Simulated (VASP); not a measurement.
Input of a VASP 6.6.1 run:

INCAR

```
PREC = Accurate ; ENCUT = 600
EDIFF = 1E-6 ; ISMEAR = -1
SIGMA = 0.02 ; LREAL = False
LASPH = True ; NELM = 100
ALGO = Normal ; ISIF = 8
LWAVE = False ; LCHARG = False
GGA = CA ; IBRION = 2
NSW = 80 ; EDIFFG = -0.03
```

The input KPOINTS:

```
regular mesh
0
Gamma
  6 6 6
```

File POSCAR:

```
NaGeO3
1.0
    3.7647630000      0.0000000000      0.0000000000
    0.0000000000      3.7647630000      0.0000000000
    0.0000000000      0.0000000000      3.7647630000
Na Ge O
1 1 3
Direct
    0.0000000000      0.0000000000      0.0000000000
    0.5000000000      0.5000000000      0.5000000000
    0.5000000000      0.5000000000      0.0000000000
    0.5000000000      0.0000000000      0.5000000000
    0.0000000000      0.5000000000      0.5000000000
```

Potentials or basis: VASP PAW LDA potentials, release 64 (Na_pv, Ge_d, O).

Launch:

```bash
$ cat potpaw_LDA.64/Na_pv/POTCAR potpaw_LDA.64/Ge_d/POTCAR potpaw_LDA.64/O/POTCAR > POTCAR
$ mpirun -np 1 vasp_std > vasp.out
```

**Question.** Predict the relaxed cell.

**Answer.** a = 3.691 Å, b = 3.691 Å, c = 3.691 Å, α = 90.00°, β = 90.00°, γ = 90.00°.

**Question.** Estimate the relaxed volume.

**Answer.** 10.06 Å³/atom.

Final structure:
```
Na Ge O
1.0
     3.69137    0.00000    0.00000
     0.00000    3.69137    0.00000
     0.00000    0.00000    3.69137
Na Ge O
1 1 3
Direct
  0.00000 0.00000 0.00000
  0.50000 0.50000 0.50000
  0.50000 0.50000 0.00000
  0.50000 0.00000 0.50000
  0.00000 0.50000 0.50000
```

Caveat: an odd number of electrons without spin polarisation forces a metal; a magnetic or distorted state may lie lower.
